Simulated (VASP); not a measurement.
Si (a cell with a defect), 17 atoms in the cell. The cell holds a defect, 17 atoms: a = 7.679 Å, b = 7.679 Å, c = 7.679 Å, α = 60.00°, β = 60.00°, γ = 60.00°. 

```yaml
Program: VASP 6.6.1
Task: single point
Functional: PBE
Potentials_or_basis: VASP PAW PBE potentials, release 64 (Si)
Cutoff: 520 eV
k_mesh: 2 × 2 × 2
Occupations: fermi-dirac, width 0.02 eV
Spin: no spin polarisation
Dipole_correction: no
Further_INCAR_settings: LREAL = Auto; ALGO = Normal; EDIFF = 1e-07; NBANDS = 48
```

Potentials or basis: VASP PAW PBE potentials, release 64 (Si).

Command:

```console
$ cat potpaw_PBE.64/Si/POTCAR > POTCAR
$ mpirun -np 1 vasp_std > vasp.out
```

Hardware: 1 thread of Intel(R) Xeon(R) Platinum 8488C (Sapphire Rapids) (shared host).

Problem. Estimate the wall time of this run.

Solution. It took 4.2 min on 1 thread of Intel(R) Xeon(R) Platinum 8488C (Sapphire Rapids) (shared host), peak memory 0.47 GiB. Counts: scf iterations 14, k points 8.
